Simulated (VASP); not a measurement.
# AlZnC2N2 (P6/mmm) in VASP: a series of runs

AlZnC2N2 is run at these levels: PBE; tasks: relaxation of cell and atoms, single point.

Program: VASP 6.6.1. These are calculated values, not measurements. Logs are shortened: lines on timing, memory, paths and dates and some standing lists are left out, and cuts for length are marked.

## (1) The cell of the first run

Symmetry: P6/mmm, No. 191, hexagonal system. Conventional cell: a = 3.090 Å, b = 3.090 Å, c = 9.919 Å, α = 90.00°, β = 90.00°, γ = 120.00°. Within 2.6 Å of Al (site symmetry 6/mmm) lie 2 N at 1.92 Å. Zn (site symmetry 6/mmm) has 2 C at 1.86 Å within 2.5 Å. C (site symmetry 6mm) has 1 N at 1.17 Å within 1.6 Å. Within 1.6 Å of N (site symmetry 6mm) lie 1 C at 1.17 Å.

## (2) Relaxation of cell and atoms, PBE

Input file INCAR:

```
SYSTEM = AlZnC2N2
ALGO = Normal ; EDIFF = 1E-7
EDIFFG = -0.04 ; ENCUT = 600
GGA = PE ; IBRION = 2
ISIF = 3 ; ISMEAR = 0
LASPH = .TRUE. ; LCHARG = .FALSE.
LREAL = .FALSE. ; LWAVE = .FALSE.
NELM = 80 ; NSW = 90
PREC = Accurate ; SIGMA = 0.1
```

Input file KPOINTS:

```
k-points
0
G
  6 6 2
  0 0 0
```

Input file POSCAR:

```
AlZnC2N2
1.0
    3.0896644160      0.0000000000      0.0000000000
   -1.5448322080      2.6757278735      0.0000000000
    0.0000000000      0.0000000000      9.9191610813
Al Zn C N
1 1 2 2
Direct
    0.0000000000      0.0000000000      0.5000000000
    0.0000000000      0.0000000000      0.0000000000
    0.0000000000      0.0000000000      0.8120185974
    0.0000000000      0.0000000000      0.1879814026
    0.0000000000      0.0000000000      0.6939819216
    0.0000000000      0.0000000000      0.3060180784
```

Potentials or basis: VASP PAW PBE potentials, release 64 (Al, Zn, C, N).

Run with:

```sh
cat potpaw_PBE.64/Al/POTCAR potpaw_PBE.64/Zn/POTCAR potpaw_PBE.64/C/POTCAR potpaw_PBE.64/N/POTCAR > POTCAR
mpirun -np 1 vasp_std > vasp.out
```

OUTCAR:

```text
SYSTEM = AlZnC2N2
   EDIFF = 1E-7
   EDIFFG = -0.04
   ENCUT = 600
   GGA = PE
   IBRION = 2
   ISIF = 3
   ISMEAR = 0
   LASPH = .TRUE.
   LREAL = .FALSE.
   NELM = 80
   NSW = 90
   PREC = Accurate

 ion  position               nearest neighbor table
   1  0.000  0.000  0.500-   5 1.92   6 1.92
   2  0.000  0.000  0.000-   3 1.86   4 1.86
   3  0.000  0.000  0.812-   5 1.17   2 1.86
   4  0.000  0.000  0.188-   6 1.17   2 1.86
   5  0.000  0.000  0.694-   3 1.17   1 1.92
   6  0.000  0.000  0.306-   4 1.17   1 1.92

  LATTYP: Found a hexagonal cell.
 ALAT       =     3.0896644160
 C/A-ratio  =     3.2104331558

  Lattice vectors:

 A1 = (   3.0896644160,   0.0000000000,   0.0000000000)
 A2 = (  -1.5448322080,   2.6757278735,   0.0000000000)
 A3 = (   0.0000000000,   0.0000000000,   9.9191610813)

Analysis of symmetry for initial positions (statically):
=====================================================================
 Subroutine PRICEL returns:
 Original cell was already a primitive cell.

 Routine SETGRP: Setting up the symmetry group for a
 hexagonal supercell.

 Subroutine GETGRP returns: Found 24 space group operations
 (whereof 24 operations were pure point group operations)
 out of a pool of 24 trial point group operations.

The static configuration has the point symmetry D_6h.

Analysis of symmetry for dynamics (positions and initial velocities):
=====================================================================
 Subroutine PRICEL returns:
 Original cell was already a primitive cell.

 Routine SETGRP: Setting up the symmetry group for a
 hexagonal supercell.

 Subroutine GETGRP returns: Found 24 space group operations
 (whereof 24 operations were pure point group operations)
 out of a pool of 24 trial point group operations.

The dynamic configuration has the point symmetry D_6h.

 Subroutine INISYM returns: Found 24 space group operations
 (whereof 24 operations are pure point group operations),
 and found     1 'primitive' translations

----------------------------------------------------------------------------------------

                                     Primitive cell

  volume of cell :      82.0027

  direct lattice vectors                    reciprocal lattice vectors
     3.089664416  0.000000000  0.000000000     0.323659746  0.186865041  0.000000000
    -1.544832208  2.675727874  0.000000000     0.000000000  0.373730083  0.000000000
     0.000000000  0.000000000  9.919161081     0.000000000  0.000000000  0.100814977
[... 71 lines left out ...]
 SYSTEM =  AlZnC2N2
   PREC   = accura    normal or accurate (medium, high low for compatibility)
   ISTART =      0    job   : 0-new  1-cont  2-samecut
   ICHARG =      2    charge: 1-file 2-atom 10-const
   ISPIN  =      1    spin polarized calculation?
   LNONCOLLINEAR =      F non collinear calculations
   LSORBIT =      F    spin-orbit coupling
   LASPH  =      T    aspherical Exc in radial PAW
   ENCUT  =  600.0 eV  44.10 Ry    6.64 a.u.   6.17  6.17 19.81*2*pi/ulx,y,z
   NELM   =     80;   NELMIN=  2; NELMDL= -5     # of ELM steps
   EDIFF  = 0.1E-06   stopping-criterion for ELM
   LREAL  =      F    real-space projection
   EDIFFG = -.4E-01   stopping-criterion for IOM
   NSW    =     90    number of steps for IOM
   IBRION =      2    ionic relax: 0-MD 1-quasi-New 2-CG
   NFREE  =      1    steps in history (QN), initial steepest desc. (CG)
   ISIF   =      3    stress and relaxation
   ISYM   =      2    0-nonsym 1-usesym 2-fastsym
   POTIM  = 0.5000    time-step for ionic-motion
   TEBEG  =    0.0;   TEEND  =   0.0 temperature during run
   PSTRESS=    0.0 pullay stress
   NELECT =      33.0000    total number of electrons
   NUPDOWN=      -1.0000    fix difference up-down
   EMIN   =  10.00;   EMAX   =-10.00  energy-range for DOS
   EFERMI =   0.00;   METHOD = LEGACY
   ISMEAR =     0;   SIGMA  =   0.10  broadening in eV -4-tet -1-fermi 0-gaus
   EFERMI_NEDOS =   21; number of points for ismear=-14 and -15
   IALGO  =     38    algorithm
   IMIX   =      4    mixing-type and parameters
     AMIX     =   0.40;   BMIX     =  1.00
     AMIX_MAG =   1.60;   BMIX_MAG =  1.00
  volume/ion in A,a.u.               =      13.67        92.23
  Fermi-wavevector in a.u.,A,eV,Ry     =   1.208658  2.284032 19.876126  1.460854
  Thomas-Fermi vector in A             =   2.344259
   LORBIT       =      0    0 simple, 1 ext, 2 COOP (PROOUT), +10 PAW based schemes
   GGA     = PE    functional components
   LHFCALC =     F    Hartree Fock is set to
   AEXX    =    0.0000 exact exchange contribution
   IVDW    =     0    specifies the selected vdW correction
   LEPSILON=     F    determine dielectric tensor
   LRPA    =     F    only Hartree local field effects (RPA)
 conjugate gradient relaxation of ions
 non-spin polarized calculation
 Gauss-broadening in eV      SIGMA  =   0.10
  energy-cutoff  :      600.00
  volume of cell :       82.00
 maximum number of plane-waves:      2760
 NGX is ok and might be reduce to    28
   NGX = 13   NGY = 13   NGZ = 39

--------------------------------------- Ionic step        1  -------------------------------------------

 number of electron      33.0000005 magnetization

 Free energy of the ion-electron system (eV)
  ---------------------------------------------------
  ext. energy  EPLUGINS =         0.00000000
  ---------------------------------------------------
  free energy    TOTEN  =       -37.57073640 eV

  energy without entropy =      -37.56136563  energy(sigma->0) =      -37.56605101

------------------------ aborting loop because EDIFF is reached ----------------------------------------

  FORCE on cell =-STRESS in cart. coord.  units (eV):
  Direction    XX          YY          ZZ          XY          YZ          ZX
  --------------------------------------------------------------------------------------
  -------------------------------------------------------------------------------------
  Total        0.1125961      0.1125961     -0.0774212      0.0000000      0.0000000     -0.0000000
  in kB        2.1999140      2.1999140     -1.5126637      0.0000000      0.0000000     -0.0000000
  external PRESSURE =       0.9623881 kB  Pullay stress =       0.0000000 kB
[... 307 lines left out ...]
--------------------------------------- Ionic step        9  -------------------------------------------

 number of electron      32.9999999 magnetization

 Free energy of the ion-electron system (eV)
  ---------------------------------------------------
  ext. energy  EPLUGINS =         0.00000000
  ---------------------------------------------------
  free energy    TOTEN  =       -37.58291433 eV

  energy without entropy =      -37.57393570  energy(sigma->0) =      -37.57842502

 E-fermi :   3.4440     XC(G=0):  -9.7433

 val. band max:        3.2033754501   @ k =   0.3333   0.3333   0.5000
 cond. band min:       3.4760695994   @ k =   0.3333   0.1667   0.0000
 fundamental gap:      0.2726941493
 Fermi energy:         3.4440401025

 k-point     1 :       0.0000    0.0000    0.0000
  band No.  band energies     occupation
      1     -16.0473      2.00000
      2     -15.9967      2.00000
      3      -8.0867      2.00000
      4      -6.3786      2.00000
      5      -6.3586      2.00000
      6      -4.8910      2.00000
[... 344 lines left out ...]
  FREE ENERGIE OF THE ION-ELECTRON SYSTEM (eV)
  ---------------------------------------------------
  free  energy   TOTEN  =       -37.5829143319 eV

  energy  without entropy=      -37.5739356991  energy(sigma->0) =      -37.57842502

 reached required accuracy - stopping structural energy minimisation
```

Run time: 1.7 min. Hardware: 1 thread of Intel Xeon 6975P-C (Granite Rapids), shared host; peak memory 0.26 GiB.

Results:

```yaml
Free_energy: -37.5829 eV
Relaxed_volume: 13.65 Å³/atom
Relaxed_cell: a = 3.097 Å, b = 3.097 Å, c = 9.860 Å, α = 90.00°, β = 90.00°, γ = 120.00°
Space_group_after_relaxing_to_0.1_Å: P6/mmm (No. 191)
Energy_gained_by_relaxing: 2.0 meV/atom
Ionic_steps: 9
Pressure_after_relaxing: 0.1 GPa
Largest_force_after_relaxing: 0.010 eV/Å
Band_gap_on_the_k_mesh: zero (an odd number of electrons rules out a gap without spin polarisation)
```

Forces on the atoms (eV/Å):
```
Al   0.000  0.000  0.000
Zn   0.000  0.000  0.000
C    0.000  0.000  0.010
C    0.000  0.000 -0.010
N    0.000  0.000  0.010
N    0.000  0.000 -0.010
```

The path:
```tsv
step	energy change (eV)	largest force (eV/Å)	pressure (GPa)	volume (Å³)
1	0.0000	0.7945	0.10	82.00
2	0.3306	5.5411	-7.15	82.10
3	-0.0047	0.1386	-0.80	82.01
4	-0.0072	0.1510	1.15	81.36
5	-0.0099	0.1406	0.32	81.63
6	-0.0117	0.0791	0.25	81.78
7	-0.0121	0.0820	0.19	81.90
8	-0.0071	0.7253	-1.12	82.14
9	-0.0122	0.0099	0.06	81.92
```

Final structure:
```xyz
6
Lattice="3.0973 0.0000 0.0000 -1.5486 2.6823 0.0000 0.0000 0.0000 9.8604" Properties=species:S:1:pos:R:3 pbc="T T T"
Al    0.0000    0.0000    4.9302
Zn    0.0000    0.0000    0.0000
C     0.0000    0.0000    8.0005
C     0.0000    0.0000    1.8600
N     0.0000    0.0000    6.8237
N     0.0000    0.0000    3.0367
```

Caveat: the k points lie up to 0.39 Å⁻¹ apart in the final cell, too coarse for converged energies and pressures of a metal; an odd number of electrons without spin polarisation forces a metal; a magnetic or distorted state may lie lower.

## (3) Single point, PBE, collinear spin, ferromagnetic start

This run uses another cell than the first one, of 13.71 Å³/atom.

Input file INCAR:

```
  PREC = Accurate
  ENCUT = 520
  EDIFF = 1E-7
  ISMEAR = 0
  SIGMA = 0.1
  LREAL = F
  LASPH = T
  NELM = 150
  ALGO = Normal
  ISIF = 2
  LWAVE = F
  LCHARG = T
  ISPIN = 2
  MAGMOM = 0 0 1 1 1 1
  LORBIT = 11
  GGA = PE
  LELF = T
  LVHAR = T
  NBANDS = 30
```

Input file KPOINTS:

```
Automatic mesh
0
Gamma
  6 6 2
```

Input file POSCAR:

```
AlZnC2N2
1.0
    3.1041579715      0.0000000000      0.0000000000
   -1.5520789857      2.6882796607      0.0000000000
    0.0000000000      0.0000000000      9.8571286126
Al Zn C N
1 1 2 2
Direct
    0.0000000000      0.0000000000      0.5000000000
    0.0000000000      0.0000000000      0.0000000000
    0.0000000000      0.0000000000      0.8116178666
    0.0000000000      0.0000000000      0.1883821334
    0.0000000000      0.0000000000      0.6925359817
    0.0000000000      0.0000000000      0.3074640183
```

Potentials or basis: VASP PAW PBE potentials, release 64 (Al, Zn, C, N).

Run with:

```sh
cat potpaw_PBE.64/Al/POTCAR potpaw_PBE.64/Zn/POTCAR potpaw_PBE.64/C/POTCAR potpaw_PBE.64/N/POTCAR > POTCAR
mpirun -np 1 vasp_std > vasp.out
```

Wall time 39 s (1 thread of Intel Xeon 6975P-C (Granite Rapids), shared host); peak memory 0.26 GiB.

It converged, with:

| Property | Result |
| --- | --- |
| Free energy | -37.5758 eV |
| Pressure | 0.5 GPa |
| Largest force | 0.365 eV/Å |
| Net moment | 0.00 μB per cell |
| Valence electrons inside the program's atomic spheres | Al 0.69; Zn 10.97; C 2.59; N 3.93 |

Forces on the atoms (eV/Å):
```
Al   0.000  0.000  0.000
Zn   0.000  0.000  0.000
C    0.000  0.000  0.287
C    0.000  0.000 -0.287
N    0.000  0.000 -0.365
N    0.000  0.000  0.365
```

Stress tensor (GPa, compression positive):
```
-0.10  0.00  0.00
 0.00 -0.10  0.00
 0.00  0.00  1.72
```

Levels at points of the mesh, in eV from the Fermi level:
Spin up:
```tsv
k point	band 14	band 15	band 16	band 17	band 18	band 19
(0.00, 0.00, 0.00)	-3.85	-3.85	-2.77	1.36	3.93	3.93
(0.50, 0.00, 0.00)	-4.54	-4.38	-2.69	-0.26	0.84	1.28
(0.00, 0.00, 0.50)	-3.86	-3.86	-2.58	1.19	4.04	4.04
(0.50, 0.00, 0.50)	-4.51	-4.41	-1.87	-1.78	1.36	2.54
```
Spin down:
```tsv
k point	band 14	band 15	band 16	band 17	band 18	band 19
(0.00, 0.00, 0.00)	-3.85	-3.85	-2.77	1.36	3.93	3.93
(0.50, 0.00, 0.00)	-4.54	-4.38	-2.69	-0.26	0.84	1.28
(0.00, 0.00, 0.50)	-3.86	-3.86	-2.58	1.19	4.04	4.04
(0.50, 0.00, 0.50)	-4.51	-4.41	-1.87	-1.78	1.36	2.54
```

Caveat: the k points lie up to 0.39 Å⁻¹ apart.

The gap in the log of VASP goes by the Fermi energy; the results here count the filled bands.